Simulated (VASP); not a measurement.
A run of VASP 6.6.1:

Contents of INCAR:

```
SYSTEM = CdS
ALGO = Normal
EDIFF = 1E-7
ENCUT = 520
GGA = PE
ISIF = 2
ISMEAR = -1
LASPH = .True.
LCHARG = .True.
LELF = .True.
LREAL = .False.
LVHAR = .True.
LWAVE = .False.
NBANDS = 26
NELM = 100
PREC = Accurate
SIGMA = 0.01
```

The input KPOINTS:

```
k-points
0
Gamma
  7 7 4
  0 0 0
```

Contents of POSCAR:

```
CdS
1.0
    4.1347992034     -0.0206739960     -0.0206739960
   -2.0853038074      3.5911781477     -0.0075672077
   -0.0337450000     -0.0337450000      6.7490000000
Cd S
2 2
Direct
    0.3333333333      0.6666666667      0.0000000000
    0.6666666667      0.3333333333      0.5000000000
    0.3333333333      0.6666666667      0.3850000000
    0.6666666667      0.3333333333      0.8850000000
```

Potentials or basis: VASP PAW PBE potentials, release 64 (Cd, S).

The run is started by

```sh
$ cat potpaw_PBE.64/Cd/POTCAR potpaw_PBE.64/S/POTCAR > POTCAR
$ mpirun -np 1 vasp_std > vasp.out
```

Hardware: 1 thread of Intel(R) Xeon(R) 6975P-C (Granite Rapids), on a shared host.

**Question.** How long does it take, and how much memory?

**Answer.** Wall time 99 s on 1 thread of Intel(R) Xeon(R) 6975P-C (Granite Rapids), with other jobs on the host, peak memory 0.36 GiB. Counts: scf iterations 16, k points 99.
